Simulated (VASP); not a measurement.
# Pb15O16 (a cell with a defect) in VASP: single point with PBE

Aim: the single point of Pb15O16 (a cell with a defect) with PBE.

Program: VASP 6.6.1. These are calculated values, not measurements. Logs are shortened: lines on timing, memory, paths and dates and some standing lists are left out, and cuts for length are marked.

## (1) The cell of the first run

The cell holds a defect, 31 atoms: a = 7.949 Å, b = 7.949 Å, c = 10.044 Å, α = 90.00°, β = 90.00°, γ = 90.00°.

## (2) Single point, PBE (atoms taken out, then relaxed in part)

Contents of INCAR:

```
SYSTEM = Pb15O16
PREC     = Accurate       ! precision mode
ENCUT    = 520            ! plane-wave cutoff, eV
EDIFF    = 1E-6           ! SCF threshold, eV
ISMEAR   = -1             ! smearing method
SIGMA    = 0.01           ! smearing width, eV
LREAL    = Auto         
LASPH    = .TRUE.         ! aspherical terms in the spheres
NELM     = 60             ! most SCF steps
ALGO     = Normal         ! electronic algorithm
ISIF     = 2              ! what is computed and relaxed
LWAVE    = .FALSE.        ! write WAVECAR
LCHARG   = .FALSE.        ! write CHGCAR
GGA      = PE             ! functional
NELECT   = 308.0        
NBANDS   = 174            ! bands
```

Contents of KPOINTS:

```
regular mesh
0
G
  3 3 2
  0 0 0
```

Contents of POSCAR:

```
Pb15O16
1.0
    7.9488000000      0.0000000000      0.0000000000
    0.0000000000      7.9488000000      0.0000000000
    0.0000000000      0.0000000000     10.0440000000
Pb O
15 16
Direct
    0.0000000000      0.2500000000      0.6205925562
    0.0000000000      0.7500000000      0.1186114311
    0.0000000000      0.7500000000      0.6199809575
    0.5000000000      0.2500000000      0.1186114311
    0.5000000000      0.2500000000      0.6199809575
    0.5000000000      0.7500000000      0.1275158376
    0.5000000000      0.7500000000      0.6187375122
    0.2492745382      0.0007254618      0.3754497063
    0.2461048362      0.0038951638      0.8871966235
    0.2492745382      0.4992745382      0.3754497063
    0.2461048362      0.4961048362      0.8871966235
    0.7507254618      0.0007254618      0.3754497063
    0.7538951638      0.0038951638      0.8871966235
    0.7507254618      0.4992745382      0.3754497063
    0.7538951638      0.4961048362      0.8871966235
    0.0000000000     -0.0191884216     -0.0071483721
    0.0000000000      0.0011642004      0.4990191114
    0.0000000000      0.5191884216     -0.0071483721
    0.0000000000      0.4988357996      0.4990191114
    0.5000000000     -0.0077834646      0.0087770927
    0.5000000000      0.0006880416      0.4963106674
    0.5000000000      0.5077834646      0.0087770927
    0.5000000000      0.4993119584      0.4963106674
    0.2691884216      0.2500000000     -0.0071483721
    0.2488357996      0.2500000000      0.4990191114
    0.2577834646      0.7500000000      0.0087770927
    0.2493119584      0.7500000000      0.4963106674
    0.7308115784      0.2500000000     -0.0071483721
    0.7511642004      0.2500000000      0.4990191114
    0.7422165354      0.7500000000      0.0087770927
    0.7506880416      0.7500000000      0.4963106674
```

Potentials or basis: VASP PAW PBE potentials, release 64 (Pb_d, O).

The run is started by

```sh
$ cat potpaw_PBE.64/Pb_d/POTCAR potpaw_PBE.64/O/POTCAR > POTCAR
$ mpirun -np 1 vasp_std > vasp.out
```

OUTCAR:

```text
SYSTEM = Pb15O16
   PREC = Accurate
   ENCUT = 520
   EDIFF = 1E-6
   ISMEAR = -1
   LREAL = Auto
   LASPH = .TRUE.
   NELM = 60
   ISIF = 2
   GGA = PE
   NELECT = 308.0

 ion  position               nearest neighbor table
   1  0.000  0.250  0.621-  17 2.32  19 2.32  25 2.32  29 2.32   8 3.73  10 3.73  12 3.73  14 3.73
                             9 3.85  13 3.85  11 3.85  15 3.85   3 3.97   5 3.97   3 3.97   5 3.97
   2  0.000  0.750  0.119-  16 2.23  18 2.23  26 2.33  30 2.33   9 3.65  11 3.65  13 3.65  15 3.65
                            12 3.81  10 3.81  14 3.81   8 3.81   6 3.98   6 3.98
   3  0.000  0.750  0.620-  17 2.34  19 2.34  27 2.34  31 2.34   8 3.73  10 3.73  12 3.73  14 3.73
                             9 3.89  13 3.89  11 3.89  15 3.89   1 3.97   1 3.97   7 3.97   7 3.97
   4  0.500  0.250  0.119-  24 2.23  28 2.23  20 2.33  22 2.33   9 3.65  11 3.65  13 3.65  15 3.65
                            12 3.81  10 3.81  14 3.81   8 3.81   6 3.98   6 3.98
   5  0.500  0.250  0.620-  25 2.34  29 2.34  21 2.34  23 2.34   8 3.73  10 3.73  12 3.73  14 3.73
                             9 3.89  13 3.89  11 3.89  15 3.89   1 3.97   1 3.97   7 3.97   7 3.97
   6  0.500  0.750  0.128-  20 2.26  22 2.26  26 2.26  30 2.26   9 3.74  11 3.74  13 3.74  15 3.74
                            12 3.76  10 3.76  14 3.76   8 3.76   2 3.98   4 3.98   4 3.98   2 3.98
   7  0.500  0.750  0.619-  21 2.34  23 2.34  27 2.34  31 2.34   8 3.73  10 3.73  12 3.73  14 3.73
                             9 3.93  13 3.93  11 3.93  15 3.93   3 3.97   5 3.97   5 3.97   3 3.97
   8  0.249  0.001  0.375-  21 2.33  27 2.33  25 2.34  17 2.34   1 3.73   7 3.73   5 3.73   3 3.73
                             6 3.76   4 3.81   2 3.81  10 3.96  12 3.96  12 3.99  10 3.99
   9  0.246  0.004  0.887-  16 2.23  24 2.23  20 2.36  26 2.36   2 3.65   4 3.65   6 3.74   1 3.85
                             5 3.89   3 3.89  11 3.91  13 3.91   7 3.93  13 4.04  11 4.04
  10  0.249  0.499  0.375-  23 2.33  27 2.33  25 2.34  19 2.34   1 3.73   7 3.73   5 3.73   3 3.73
                             6 3.76   4 3.81   2 3.81   8 3.96  14 3.96   8 3.99  14 3.99
  11  0.246  0.496  0.887-  18 2.23  24 2.23  22 2.36  26 2.36   2 3.65   4 3.65   6 3.74   1 3.85
                             5 3.89   3 3.89   9 3.91  15 3.91   7 3.93   9 4.04  15 4.04
  12  0.751  0.001  0.375-  21 2.33  31 2.33  29 2.34  17 2.34   1 3.73   7 3.73   5 3.73   3 3.73
                             6 3.76   4 3.81   2 3.81   8 3.96  14 3.96  14 3.99   8 3.99
  13  0.754  0.004  0.887-  16 2.23  28 2.23  20 2.36  30 2.36   2 3.65   4 3.65   6 3.74   1 3.85
[... 7 lines left out ...]
  18  0.000  0.519  0.993-   2 2.23  11 2.23  15 2.23
  19  0.000  0.499  0.499-   1 2.32   3 2.34  10 2.34  14 2.34
  20  0.500  0.992  0.009-   6 2.26   4 2.33   9 2.36  13 2.36
  21  0.500  0.001  0.496-   8 2.33  12 2.33   5 2.34   7 2.34
  22  0.500  0.508  0.009-   6 2.26   4 2.33  11 2.36  15 2.36
  23  0.500  0.499  0.496-  10 2.33  14 2.33   5 2.34   7 2.34
  24  0.269  0.250  0.993-   4 2.23   9 2.23  11 2.23
  25  0.249  0.250  0.499-   1 2.32   5 2.34   8 2.34  10 2.34
  26  0.258  0.750  0.009-   6 2.26   2 2.33   9 2.36  11 2.36
  27  0.249  0.750  0.496-   8 2.33  10 2.33   3 2.34   7 2.34
  28  0.731  0.250  0.993-   4 2.23  13 2.23  15 2.23
  29  0.751  0.250  0.499-   1 2.32   5 2.34  12 2.34  14 2.34
  30  0.742  0.750  0.009-   6 2.26   2 2.33  13 2.36  15 2.36
  31  0.751  0.750  0.496-  12 2.33  14 2.33   3 2.34   7 2.34

  LATTYP: Found a simple tetragonal cell.
 ALAT       =     7.9488000000
 C/A-ratio  =     1.2635869565

  Lattice vectors:

 A1 = (   7.9488000000,   0.0000000000,   0.0000000000)
 A2 = (   0.0000000000,   7.9488000000,   0.0000000000)
 A3 = (   0.0000000000,   0.0000000000,  10.0440000000)

Analysis of symmetry for initial positions (statically):
=====================================================================
 Subroutine PRICEL returns:
 Original cell was already a primitive cell.

 Routine SETGRP: Setting up the symmetry group for a
 simple tetragonal supercell.

 Subroutine GETGRP returns: Found  8 space group operations
 (whereof  2 operations were pure point group operations)
 out of a pool of 16 trial point group operations.

The static configuration has the point symmetry C_1h.
 The point group associated with its full space group is C_4v.

Analysis of symmetry for dynamics (positions and initial velocities):
=====================================================================
 Subroutine PRICEL returns:
 Original cell was already a primitive cell.

 Routine SETGRP: Setting up the symmetry group for a
 simple tetragonal supercell.

 Subroutine GETGRP returns: Found  8 space group operations
 (whereof  2 operations were pure point group operations)
 out of a pool of 16 trial point group operations.

The dynamic configuration has the point symmetry C_1h.
 The point group associated with its full space group is C_4v.

 Subroutine INISYM returns: Found  8 space group operations
 (whereof  2 operations are pure point group operations),
 and found     1 'primitive' translations

----------------------------------------------------------------------------------------

                                     Primitive cell

  volume of cell :     634.6143

  direct lattice vectors                    reciprocal lattice vectors
     7.948800000  0.000000000  0.000000000     0.125805153  0.000000000  0.000000000
     0.000000000  7.948800000  0.000000000     0.000000000  0.125805153  0.000000000
[... 84 lines left out ...]
     0.000000000  0.041935051  0.000000000     0.000000000  0.333333333  0.000000000
     0.000000000  0.000000000  0.049780964     0.000000000  0.000000000  0.500000000

  Length of vectors
     0.041935051  0.041935051  0.049780964

  Shift w.r.t. Gamma in fractional coordinates (k-lattice)
     0.000000000  0.000000000  0.000000000

 Subroutine IBZKPT returns following result:
 ===========================================

 Found      6 irreducible k-points:

 Following reciprocal coordinates:
            Coordinates               Weight
  0.000000  0.000000  0.000000      1.000000
  0.333333  0.000000  0.000000      4.000000
  0.333333  0.333333  0.000000      4.000000
  0.000000  0.000000  0.500000      1.000000
  0.333333  0.000000  0.500000      4.000000
  0.333333  0.333333  0.500000      4.000000
   k-points           NKPTS =      6   k-points in BZ     NKDIM =      6   number of bands    NBANDS=    174
   number of dos      NEDOS =    301   number of ions     NIONS =     31
   total plane-waves  NPLWV = 288000
   dimension x,y,z NGX =    60 NGY =   60 NGZ =   80
   dimension x,y,z NGXF=   120 NGYF=  120 NGZF=  160
   ions per type =              15  16
   NGX,Y,Z   is equivalent  to a cutoff of  12.55, 12.55, 13.24 a.u.
   NGXF,Y,Z  is equivalent  to a cutoff of  25.10, 25.10, 26.48 a.u.
 SYSTEM =  Pb15O16
   PREC   = accura    normal or accurate (medium, high low for compatibility)
   ISTART =      0    job   : 0-new  1-cont  2-samecut
   ICHARG =      2    charge: 1-file 2-atom 10-const
   ISPIN  =      1    spin polarized calculation?
   LNONCOLLINEAR =      F non collinear calculations
   LSORBIT =      F    spin-orbit coupling
   LASPH  =      T    aspherical Exc in radial PAW
   ENCUT  =  520.0 eV  38.22 Ry    6.18 a.u.  14.78 14.78 18.68*2*pi/ulx,y,z
   NELM   =     60;   NELMIN=  2; NELMDL= -5     # of ELM steps
   EDIFF  = 0.1E-05   stopping-criterion for ELM
   LREAL  =      T    real-space projection
   EDIFFG = 0.1E-04   stopping-criterion for IOM
   NSW    =      0    number of steps for IOM
   IBRION =     -1    ionic relax: 0-MD 1-quasi-New 2-CG
   NFREE  =      0    steps in history (QN), initial steepest desc. (CG)
   ISIF   =      2    stress and relaxation
   ISYM   =      2    0-nonsym 1-usesym 2-fastsym
   POTIM  = 0.5000    time-step for ionic-motion
   TEBEG  =    0.0;   TEEND  =   0.0 temperature during run
   PSTRESS=    0.0 pullay stress
   NELECT =     308.0000    total number of electrons
   NUPDOWN=      -1.0000    fix difference up-down
   EMIN   =  10.00;   EMAX   =-10.00  energy-range for DOS
   EFERMI =   0.00;   METHOD = LEGACY
   ISMEAR =    -1;   SIGMA  =   0.01  broadening in eV -4-tet -1-fermi 0-gaus
   EFERMI_NEDOS =   21; number of points for ismear=-14 and -15
   IALGO  =     38    algorithm
   IMIX   =      4    mixing-type and parameters
     AMIX     =   0.40;   BMIX     =  1.00
     AMIX_MAG =   1.60;   BMIX_MAG =  1.00
  volume/ion in A,a.u.               =      20.47       138.15
  Fermi-wavevector in a.u.,A,eV,Ry     =   1.286536  2.431200 22.520005  1.655174
  Thomas-Fermi vector in A             =   2.418604
   LORBIT       =      0    0 simple, 1 ext, 2 COOP (PROOUT), +10 PAW based schemes
   GGA     = PE    functional components
   LHFCALC =     F    Hartree Fock is set to
   AEXX    =    0.0000 exact exchange contribution
   IVDW    =     0    specifies the selected vdW correction
   LEPSILON=     F    determine dielectric tensor
   LRPA    =     F    only Hartree local field effects (RPA)
 non-spin polarized calculation
  energy-cutoff  :      520.00
  volume of cell :      634.61
 maximum number of plane-waves:     17087
 NGX is ok and might be reduce to    60
   NGX = 29   NGY = 29   NGZ = 37

 number of electron     307.9999982 magnetization

 Free energy of the ion-electron system (eV)
  ---------------------------------------------------
  ext. energy  EPLUGINS =         0.00000000
  ---------------------------------------------------
  free energy    TOTEN  =      -155.17358700 eV

  energy without entropy =     -155.17358700  energy(sigma->0) =     -155.17358700

 E-fermi :   5.0100     XC(G=0):  -9.6153

 val. band max:        4.7206999914   @ k =   0.0000   0.0000   0.0000
 cond. band min:       5.8577998137   @ k =   0.0000   0.0000   0.0000
 fundamental gap:      1.1370998223
 Fermi energy:         5.0100070089

 k-point     1 :       0.0000    0.0000    0.0000
  band No.  band energies     occupation
      1     -13.9212      2.00000
      2     -13.6189      2.00000
      3     -13.6189      2.00000
      4     -13.6185      2.00000
      5     -13.6138      2.00000
      6     -13.5959      2.00000
[... 1003 lines left out ...]
    165       7.9468      0.00000
    166       8.0692      0.00000
 [bands above 166 left out]

------------------------ aborting loop because EDIFF is reached ----------------------------------------

  FORCE on cell =-STRESS in cart. coord.  units (eV):
  Direction    XX          YY          ZZ          XY          YZ          ZX
  --------------------------------------------------------------------------------------
  -------------------------------------------------------------------------------------
  Total       34.9761054     34.9761054     24.0479102      0.0000000      0.0000000      0.0000000
  in kB       88.3023349     88.3023349     60.7124949      0.0000000      0.0000000      0.0000000
  external PRESSURE =      79.1057216 kB  Pullay stress =       0.0000000 kB

 VOLUME and BASIS-vectors are now :
 -----------------------------------------------------------------------------
  energy-cutoff  :      520.00
  volume of cell :      634.61
      direct lattice vectors                 reciprocal lattice vectors
     7.948800000  0.000000000  0.000000000     0.125805153  0.000000000  0.000000000
     0.000000000  7.948800000  0.000000000     0.000000000  0.125805153  0.000000000
     0.000000000  0.000000000 10.044000000     0.000000000  0.000000000  0.099561928

 POSITION                                       TOTAL-FORCE (eV/Angst)
 -----------------------------------------------------------------------------------
      0.00000      1.98720      6.23323        -0.000000     -0.000000      0.052526
      0.00000      5.96160      1.19133        -0.000000     -0.000000      0.051121
      0.00000      5.96160      6.22709        -0.000000     -0.000000      0.033163
      3.97440      1.98720      1.19133        -0.000000     -0.000000      0.051121
      3.97440      1.98720      6.22709        -0.000000     -0.000000      0.033163
      3.97440      5.96160      1.28077        -0.000000     -0.000000      0.078778
[... 23 lines left out ...]
      5.89973      5.96160      0.08816         0.020809     -0.000000     -0.017757
      5.96707      5.96160      4.98494        -0.007918     -0.000000      0.015232
 -----------------------------------------------------------------------------------
    total drift:                                0.000000      0.000000      0.006172

  FREE ENERGIE OF THE ION-ELECTRON SYSTEM (eV)
  ---------------------------------------------------
  free  energy   TOTEN  =      -155.1735869988 eV

  energy  without entropy=     -155.1735869988  energy(sigma->0) =     -155.17358700
```

Wall time 20 min (1 thread of Intel Xeon Platinum 8259CL at 2.50GHz (Skylake/Cascade Lake), shared host); peak memory 0.82 GiB.

What came out:

| Item | Value |
| --- | --- |
| Free energy | -155.1736 eV |
| Largest force | 0.079 eV/Å |

Forces on the atoms (eV/Å):
```
Pb   0.000  0.000  0.053
Pb   0.000  0.000  0.051
Pb   0.000  0.000  0.033
Pb   0.000  0.000  0.051
Pb   0.000  0.000  0.033
Pb   0.000  0.000  0.079
Pb   0.000  0.000  0.037
Pb  -0.011  0.011 -0.056
Pb   0.023 -0.023 -0.022
Pb  -0.011 -0.011 -0.056
Pb   0.023  0.023 -0.022
Pb   0.011  0.011 -0.056
Pb  -0.023 -0.023 -0.022
Pb   0.011 -0.011 -0.056
Pb  -0.023  0.023 -0.022
O    0.000  0.014 -0.007
O    0.000  0.000  0.003
O    0.000 -0.014 -0.007
O    0.000  0.000  0.003
O    0.000  0.021 -0.018
O    0.000 -0.008  0.015
O    0.000 -0.021 -0.018
O    0.000  0.008  0.015
O   -0.014  0.000 -0.007
O    0.000  0.000  0.003
O   -0.021  0.000 -0.018
O    0.008  0.000  0.015
O    0.014  0.000 -0.007
O    0.000  0.000  0.003
O    0.021  0.000 -0.018
O   -0.008  0.000  0.015
```

Levels at points of the mesh, in eV from the Fermi level:
| k point | band 151 | band 152 | band 153 | band 154 | band 155 | band 156 | band 157 | band 158 |
| --- | --- | --- | --- | --- | --- | --- | --- | --- |
| (0.00, 0.00, 0.00) | -1.03 | -0.96 | -0.75 | -0.29 | 0.85 | 0.85 | 1.72 | 2.27 |
| (0.00, 0.00, 0.50) | -0.99 | -0.96 | -0.75 | -0.43 | 1.44 | 1.44 | 1.61 | 1.93 |

Caveat: the cell carries a net charge on a neutralising background, which shifts energy and pressure; the cell differs from its parent crystal (atoms taken out, then relaxed in part); the cell is charged against a uniform background, so pressure and absolute levels hang on convention; spin-orbit coupling is left out, which moves the levels of the heavy elements.
